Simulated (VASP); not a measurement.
# Ni (P6/mmm) in VASP: a series of runs

Ni is run at these levels: PBE; tasks: single point, relaxation of shape and atoms at fixed volume.

Everything below comes from runs of VASP 6.6.1. Logs are shortened: lines on timing, memory, paths and dates and some standing lists are left out, and cuts for length are marked.

## (1) The cell of the first run

The structure is hexagonal, space group P6/mmm (No. 191). The conventional cell has a = 2.333 Å, b = 2.333 Å, c = 2.263 Å, α = 90.00°, β = 90.00°, γ = 120.00°. Within 3.0 Å of Ni (site symmetry 6/mmm) lie 8 Ni at 2.26 to 2.33 Å.

## (2) Single point, PBE, collinear spin, ferromagnetic start (volume scaled by 0.9)

Contents of INCAR:

```
SYSTEM = Ni
PREC = Accurate
ENCUT = 520
EDIFF = 1E-6
ISMEAR = -1
SIGMA = 0.1
LREAL = .FALSE.
LASPH = .TRUE.
NELM = 150
ALGO = Normal
ISIF = 2
LWAVE = .FALSE.
LCHARG = .TRUE.
ISPIN = 2
MAGMOM = 1
LORBIT = 11
LMAXMIX = 4
GGA = PE
LELF = .TRUE.
LVHAR = .TRUE.
NBANDS = 15
```

Contents of KPOINTS:

```
Automatic mesh
0
G
  18 18 17
  0 0 0
```

Contents of POSCAR:

```
Ni
1.0
    2.3334610337      0.0000000000      0.0000000000
   -1.1667305169      2.0208365340      0.0000000000
    0.0000000000      0.0000000000      2.2629420873
Ni
1
Direct
    0.0000000000      0.0000000000      0.0000000000
```

Potentials or basis: VASP PAW PBE potentials, release 64 (Ni).

On the command line:

```sh
$ cat potpaw_PBE.64/Ni/POTCAR > POTCAR
$ mpirun -np 1 vasp_std > vasp.out
```

OUTCAR:

```text
SYSTEM = Ni
   PREC = Accurate
   ENCUT = 520
   EDIFF = 1E-6
   ISMEAR = -1
   LREAL = .FALSE.
   LASPH = .TRUE.
   NELM = 150
   ISIF = 2
   ISPIN = 2
   LORBIT = 11
   GGA = PE

 ion  position               nearest neighbor table
   1  0.000  0.000  0.000-

  LATTYP: Found a hexagonal cell.
 ALAT       =     2.3334610337
 C/A-ratio  =     0.9697792483

  Lattice vectors:

 A1 = (   2.3334610337,   0.0000000000,   0.0000000000)
 A2 = (  -1.1667305169,   2.0208365340,   0.0000000000)
 A3 = (   0.0000000000,   0.0000000000,   2.2629420873)

Analysis of symmetry for initial positions (statically):
=====================================================================
 Subroutine PRICEL returns:
 Original cell was already a primitive cell.

 Routine SETGRP: Setting up the symmetry group for a
 hexagonal supercell.

 Subroutine GETGRP returns: Found 24 space group operations
 (whereof 24 operations were pure point group operations)
 out of a pool of 24 trial point group operations.

The static configuration has the point symmetry D_6h.

Analysis of symmetry for dynamics (positions and initial velocities):
=====================================================================
 Subroutine PRICEL returns:
 Original cell was already a primitive cell.

 Routine SETGRP: Setting up the symmetry group for a
 hexagonal supercell.

 Subroutine GETGRP returns: Found 24 space group operations
 (whereof 24 operations were pure point group operations)
 out of a pool of 24 trial point group operations.

The dynamic configuration has the point symmetry D_6h.

Analysis of structural, dynamic, and magnetic symmetry:
=====================================================================
 Subroutine PRICEL returns:
 Original cell was already a primitive cell.

 Routine SETGRP: Setting up the symmetry group for a
 hexagonal supercell.

 Subroutine GETGRP returns: Found 24 space group operations
 (whereof 24 operations were pure point group operations)
 out of a pool of 24 trial point group operations.

The overall configuration has the point symmetry D_6h.

 Subroutine INISYM returns: Found 24 space group operations
 (whereof 24 operations are pure point group operations),
 and found     1 'primitive' translations

----------------------------------------------------------------------------------------

                                     Primitive cell

  volume of cell :      10.6710

  direct lattice vectors                    reciprocal lattice vectors
     2.333461034  0.000000000  0.000000000     0.428547975  0.247422289  0.000000000
    -1.166730517  2.020836534  0.000000000     0.000000000  0.494844577  0.000000000
     0.000000000  0.000000000  2.262942087     0.000000000  0.000000000  0.441902604

  length of vectors
     2.333461034  2.333461034  2.262942087     0.494844577  0.494844577  0.441902604

  position of ions in fractional coordinates (direct lattice)
     0.000000000  0.000000000  0.000000000

  ion indices of the primitive-cell ions
   primitive index   ion index
                 1           1

----------------------------------------------------------------------------------------

 KPOINTS: Automatic mesh

Automatic generation of k-mesh.
 Grid dimensions read from file:
 generate k-points for:   18   18   17

 Generating k-lattice:

  Cartesian coordinates                     Fractional coordinates (reciprocal lattice)
     0.023808221  0.013745683  0.000000000     0.055555556 -0.000000000  0.000000000
     0.000000000  0.027491365  0.000000000     0.000000000  0.055555556  0.000000000
     0.000000000  0.000000000  0.025994271     0.000000000  0.000000000  0.058823529

  Length of vectors
     0.027491365  0.027491365  0.025994271

  Shift w.r.t. Gamma in fractional coordinates (k-lattice)
     0.000000000  0.000000000  0.000000000

 Subroutine IBZKPT returns following result:
 ===========================================

 Found    333 irreducible k-points:

 Following reciprocal coordinates:
            Coordinates               Weight
  0.000000  0.000000  0.000000      1.000000
  0.055556 -0.000000  0.000000      6.000000
  0.111111 -0.000000  0.000000      6.000000
  0.166667  0.000000  0.000000      6.000000
  0.222222  0.000000  0.000000      6.000000
  0.277778  0.000000  0.000000      6.000000
[... 16 lines left out ...]
  0.333333  0.111111  0.000000     12.000000
  0.388889  0.111111  0.000000     12.000000
 [... further k-points ...]
   k-points           NKPTS =    333   k-points in BZ     NKDIM =    333   number of bands    NBANDS=     15
   number of dos      NEDOS =    301   number of ions     NIONS =      1
   total plane-waves  NPLWV =   5832
   dimension x,y,z NGX =    18 NGY =   18 NGZ =   18
   dimension x,y,z NGXF=    36 NGYF=   36 NGZF=   36
   ions per type =               1
   NGX,Y,Z   is equivalent  to a cutoff of  12.82, 12.82, 13.22 a.u.
   NGXF,Y,Z  is equivalent  to a cutoff of  25.65, 25.65, 26.45 a.u.
 SYSTEM =  Ni
   PREC   = accura    normal or accurate (medium, high low for compatibility)
   ISTART =      0    job   : 0-new  1-cont  2-samecut
   ICHARG =      2    charge: 1-file 2-atom 10-const
   ISPIN  =      2    spin polarized calculation?
   LNONCOLLINEAR =      F non collinear calculations
   LSORBIT =      F    spin-orbit coupling
   LASPH  =      T    aspherical Exc in radial PAW
   ENCUT  =  520.0 eV  38.22 Ry    6.18 a.u.   4.34  4.34  4.21*2*pi/ulx,y,z
   NELM   =    150;   NELMIN=  2; NELMDL= -5     # of ELM steps
   EDIFF  = 0.1E-05   stopping-criterion for ELM
   LREAL  =      F    real-space projection
   EDIFFG = 0.1E-04   stopping-criterion for IOM
   NSW    =      0    number of steps for IOM
   IBRION =     -1    ionic relax: 0-MD 1-quasi-New 2-CG
   NFREE  =      0    steps in history (QN), initial steepest desc. (CG)
   ISIF   =      2    stress and relaxation
   ISYM   =      2    0-nonsym 1-usesym 2-fastsym
   POTIM  = 0.5000    time-step for ionic-motion
   TEBEG  =    0.0;   TEEND  =   0.0 temperature during run
   PSTRESS=    0.0 pullay stress
   NELECT =      10.0000    total number of electrons
   NUPDOWN=      -1.0000    fix difference up-down
   EMIN   =  10.00;   EMAX   =-10.00  energy-range for DOS
   EFERMI =   0.00;   METHOD = LEGACY
   ISMEAR =    -1;   SIGMA  =   0.10  broadening in eV -4-tet -1-fermi 0-gaus
   EFERMI_NEDOS =   21; number of points for ismear=-14 and -15
   IALGO  =     38    algorithm
   IMIX   =      4    mixing-type and parameters
     AMIX     =   0.40;   BMIX     =  1.00
     AMIX_MAG =   1.60;   BMIX_MAG =  1.00
  volume/ion in A,a.u.               =      10.67        72.01
  Fermi-wavevector in a.u.,A,eV,Ry     =   1.602039  3.027415 34.919750  2.566529
  Thomas-Fermi vector in A             =   2.698923
   LORBIT       =     11    0 simple, 1 ext, 2 COOP (PROOUT), +10 PAW based schemes
   GGA     = PE    functional components
   LHFCALC =     F    Hartree Fock is set to
   AEXX    =    0.0000 exact exchange contribution
   IVDW    =     0    specifies the selected vdW correction
   LEPSILON=     F    determine dielectric tensor
   LRPA    =     F    only Hartree local field effects (RPA)
 spin polarized calculation
  energy-cutoff  :      520.00
  volume of cell :       10.67
 maximum number of plane-waves:       308
 NGX is ok and might be reduce to    18
   NGX =  9   NGY =  9   NGZ =  9

 number of electron      10.0000004 magnetization       0.1413291

 Free energy of the ion-electron system (eV)
  ---------------------------------------------------
  ext. energy  EPLUGINS =         0.00000000
  ---------------------------------------------------
  free energy    TOTEN  =        -5.03089274 eV

  energy without entropy =       -4.97136210  energy(sigma->0) =       -5.00112742

 E-fermi :   9.5592     XC(G=0): -13.3079

 val. band max:        9.5571435609   @ k =   0.2778   0.0556   0.2353
 cond. band min:       9.5650002832   @ k =   0.0556  -0.0000   0.0000
 fundamental gap:      0.0078567223
 Fermi energy:         9.5592100569

 spin component 1

 k-point     1 :       0.0000    0.0000    0.0000
  band No.  band energies     occupation
      1       0.5661      1.00000
      2       5.6752      1.00000
      3       7.4438      1.00000
      4       7.4438      1.00000
      5       9.5731      0.46538
      6       9.5731      0.46538
      7      29.5135      0.00000
      8      34.1205      0.00000
      9      35.0127      0.00000
     10      38.0652      0.00000
     11      38.0652      0.00000
     12      40.2180      0.00000
     13      40.2180      0.00000
     14      47.4255      0.00000
     15      56.5120      0.00000

 k-point     2 :       0.0556   -0.0000    0.0000
  band No.  band energies     occupation
      1       0.6898      1.00000
      2       5.7067      1.00000
      3       7.3925      1.00000
      4       7.5031      1.00000
      5       9.5275      0.57850
      6       9.5650      0.48553
      7      29.6879      0.00000
      8      33.4624      0.00000
      9      34.9733      0.00000
     10      36.7849      0.00000
     11      36.8429      0.00000
     12      41.5697      0.00000
     13      41.8314      0.00000
     14      48.2134      0.00000
     15      56.4823      0.00000
[... 365 lines left out ...]
      3       7.4371      1.00000
      4       8.4229      0.99999
      5       9.2472      0.95773
      6      10.1564      0.00254
      7      18.3885      0.00000
      8      25.2368      0.00000
      9      36.5625      0.00000
     10      37.1514      0.00000
     11      37.7611      0.00000
     12      45.1746      0.00000
     13      46.6966      0.00000
     14      50.1452      0.00000
     15      54.0929      0.00000

 k-point    24 :       0.3889    0.1111    0.0000
  band No.  band energies     occupation
      1       5.0403      1.00000
      2       6.3220      1.00000
      3       7.9385      1.00000
      4       8.3354      1.00000
      5       9.2161      0.96865
      6      10.8126      0.00000
      7      16.5816      0.00000
      8      24.8015      0.00000
      9      36.9236      0.00000
     10      37.5010      0.00000
     11      38.9161      0.00000
     12      43.2314      0.00000
     13      45.6603      0.00000
     14      51.0278      0.00000
     15      53.5381      0.00000

 [... further k-points ...]

 spin component 2

 k-point     1 :       0.0000    0.0000    0.0000
  band No.  band energies     occupation
      1       0.5680      1.00000
      2       5.7848      1.00000
      3       7.5912      1.00000
      4       7.5912      1.00000
      5       9.7501      0.12914
      6       9.7501      0.12913
      7      29.5289      0.00000
      8      34.0940      0.00000
      9      35.0349      0.00000
     10      38.1008      0.00000
     11      38.1008      0.00000
     12      40.2332      0.00000
     13      40.2332      0.00000
     14      47.4587      0.00000
     15      56.8312      0.00000

 k-point     2 :       0.0556   -0.0000    0.0000
  band No.  band energies     occupation
      1       0.6917      1.00000
      2       5.8166      1.00000
      3       7.5389      1.00000
      4       7.6510      1.00000
      5       9.7039      0.19044
      6       9.7419      0.13859
      7      29.7039      0.00000
      8      33.4468      0.00000
      9      34.9967      0.00000
     10      36.8092      0.00000
     11      36.8729      0.00000
     12      41.5901      0.00000
     13      41.8451      0.00000
     14      48.2495      0.00000
     15      56.7989      0.00000
[... 365 lines left out ...]
      3       7.5190      1.00000
      4       8.5867      0.99994
      5       9.4208      0.79965
      6      10.2901      0.00067
      7      18.4434      0.00000
      8      25.2622      0.00000
      9      36.5610      0.00000
     10      37.1775      0.00000
     11      37.7757      0.00000
     12      45.1880      0.00000
     13      46.6962      0.00000
     14      50.1627      0.00000
     15      54.1327      0.00000

 k-point    24 :       0.3889    0.1111    0.0000
  band No.  band energies     occupation
      1       5.1292      1.00000
      2       6.4323      1.00000
      3       8.0124      1.00000
      4       8.4983      0.99998
      5       9.3894      0.84524
      6      10.9194      0.00000
      7      16.6517      0.00000
      8      24.8255      0.00000
      9      36.9187      0.00000
     10      37.5167      0.00000
     11      38.9420      0.00000
     12      43.2488      0.00000
     13      45.6619      0.00000
     14      51.0509      0.00000
     15      53.5761      0.00000

 [... further k-points ...]
[... 5 lines left out ...]
  --------------------------------------------------------------------------------------
  -------------------------------------------------------------------------------------
  Total        1.3845710      1.3845710      1.3601486     -0.0000000      0.0000000      0.0000000
  in kB      207.8838018    207.8838018    204.2169357     -0.0000000      0.0000000      0.0000000
  external PRESSURE =     206.6615131 kB  Pullay stress =       0.0000000 kB

 VOLUME and BASIS-vectors are now :
 -----------------------------------------------------------------------------
  energy-cutoff  :      520.00
  volume of cell :       10.67
      direct lattice vectors                 reciprocal lattice vectors
     2.333461034  0.000000000  0.000000000     0.428547975  0.247422289  0.000000000
    -1.166730517  2.020836534  0.000000000     0.000000000  0.494844577  0.000000000
     0.000000000  0.000000000  2.262942087     0.000000000  0.000000000  0.441902604

 POSITION                                       TOTAL-FORCE (eV/Angst)
 -----------------------------------------------------------------------------------
      0.00000      0.00000      0.00000         0.000000      0.000000      0.000000
 -----------------------------------------------------------------------------------
    total drift:                                0.000000      0.000000      0.000000

  FREE ENERGIE OF THE ION-ELECTRON SYSTEM (eV)
  ---------------------------------------------------
  free  energy   TOTEN  =        -5.0308927441 eV

  energy  without entropy=       -4.9713621009  energy(sigma->0) =       -5.00112742

 total charge

# of ion       s       p       d       tot
------------------------------------------
    1        0.548   0.515   8.394   9.458

 magnetization (x)

# of ion       s       p       d       tot
------------------------------------------
    1       -0.001  -0.003   0.145   0.141
```

Wall time 56 s (1 thread of Intel Xeon 6975P-C (Granite Rapids), shared host); peak memory 0.19 GiB.

What came out:

```
Free energy                                           : -5.0309 eV
Pressure                                              : 20.7 GPa
Net moment                                            : 0.14 μB per cell
Site moments                                          : Ni +0.14 μB
Valence electrons inside the program's atomic spheres : Ni 9.46
```

Caveat: the cell differs from its parent crystal (volume scaled by 0.9).

## (3) Single point, PBE, collinear spin, ferromagnetic start

This run uses another cell than the first one, of 11.86 Å³/atom, 1.111 times its volume.

Contents of INCAR:

```
SYSTEM = Ni
  ALGO = Normal
  EDIFF = 1E-6
  ENCUT = 520
  GGA = PE
  ISIF = 2
  ISMEAR = -1
  ISPIN = 2
  LASPH = .TRUE.
  LCHARG = .FALSE.
  LMAXMIX = 4
  LORBIT = 11
  LREAL = .FALSE.
  LWAVE = .FALSE.
  MAGMOM = 1
  NBANDS = 15
  NELM = 150
  PREC = Accurate
  SIGMA = 0.1
```

Contents of KPOINTS:

```
k-points
0
G
  18 18 17
  0 0 0
```

Contents of POSCAR:

```
Ni
1.0
    2.4129102046      0.0000000000      0.0000000000
   -1.2064551023      2.0896415342      0.0000000000
    0.0000000000      0.0000000000      2.3515256274
Ni
1
Direct
    0.0000000000      0.0000000000      0.0000000000
```

Potentials or basis: VASP PAW PBE potentials, release 64 (Ni).

On the command line:

```sh
$ cat potpaw_PBE.64/Ni/POTCAR > POTCAR
$ mpirun -np 1 vasp_std > vasp.out
```

Run time: 52 s. Hardware: 1 thread of Intel Xeon 6975P-C (Granite Rapids), shared host; peak memory 0.2 GiB.

The run converged. Its results:

```
Free energy                                           : -5.0982 eV
Pressure                                              : -0.2 GPa
Net moment                                            : 0.48 μB per cell
Site moments                                          : Ni +0.49 μB
Valence electrons inside the program's atomic spheres : Ni 9.27
```

Stress tensor (GPa, compression positive):
```
-0.06  0.00  0.00
 0.00 -0.06  0.00
 0.00  0.00 -0.37
```

Levels at points of the mesh, in eV from the Fermi level:
Spin up:
```tsv
k point	band 1	band 2	band 3	band 4	band 5	band 6	band 7	band 8	band 9	band 10
(0.00, 0.00, 0.00)	-8.32	-3.58	-2.07	-2.07	-0.27	-0.27	18.48	23.53	23.71	26.52
(0.50, 0.00, 0.00)	-4.35	-3.01	-1.40	-0.50	-0.14	-0.07	5.36	17.10	22.55	25.73
```
Spin down:
```
           k point  band 2  band 3  band 4  band 5  band 6  band 7  band 8  band 9
(0.00, 0.00, 0.00)   -3.14   -1.55   -1.55    0.27    0.27   18.51   23.60   23.62
(0.50, 0.00, 0.00)   -2.57   -0.89   -0.09    0.04    0.45    5.65   17.14   22.65
```

## (4) Single point, PBE, collinear spin, ferromagnetic start

This run uses another cell than the first one, of 11.86 Å³/atom, 1.111 times its volume.

Contents of INCAR:

```
ALGO = Normal
EDIFF = 1E-6
ENCUT = 520
GGA = PE
ISIF = 2
ISMEAR = -1
ISPIN = 2
LASPH = T
LCHARG = F
LMAXMIX = 4
LORBIT = 11
LREAL = F
LWAVE = F
MAGMOM = 1
NBANDS = 15
NELM = 150
PREC = Accurate
SIGMA = 0.1
```

Contents of KPOINTS:

```
k-points
0
Gamma
  18 18 17
```

POSCAR is that of step 3.

On the command line:

```sh
$ cat potpaw_PBE.64/Ni/POTCAR > POTCAR
$ mpirun -np 1 vasp_std > vasp.out
```

Wall time 56 s (1 thread of Intel Xeon 6975P-C (Granite Rapids), shared host); peak memory 0.19 GiB.

Results (log left out):

```yaml
Free_energy: -5.0982 eV
Pressure: -0.2 GPa
Net_moment: 0.48 μB per cell
Site_moments: Ni +0.49 μB
Valence_electrons_inside_the_program's_atomic_spheres: Ni 9.27
```

Stress tensor (GPa, compression positive):
```
-0.06  0.00  0.00
 0.00 -0.06  0.00
 0.00  0.00 -0.37
```

Levels at points of the mesh, in eV from the Fermi level:
Spin up:
| k point | band 2 | band 3 | band 4 | band 5 | band 6 | band 7 | band 8 | band 9 |
| --- | --- | --- | --- | --- | --- | --- | --- | --- |
| (0.00, 0.00, 0.00) | -3.58 | -2.07 | -2.07 | -0.27 | -0.27 | 18.48 | 23.53 | 23.71 |
| (0.50, 0.00, 0.00) | -3.01 | -1.40 | -0.50 | -0.14 | -0.07 | 5.36 | 17.10 | 22.55 |
Spin down:
```
           k point  band 2  band 3  band 4  band 5  band 6  band 7  band 8  band 9
(0.00, 0.00, 0.00)   -3.14   -1.55   -1.55    0.27    0.27   18.51   23.60   23.62
(0.50, 0.00, 0.00)   -2.57   -0.89   -0.09    0.04    0.45    5.65   17.14   22.65
```

(Continued in part 2 of 2.)
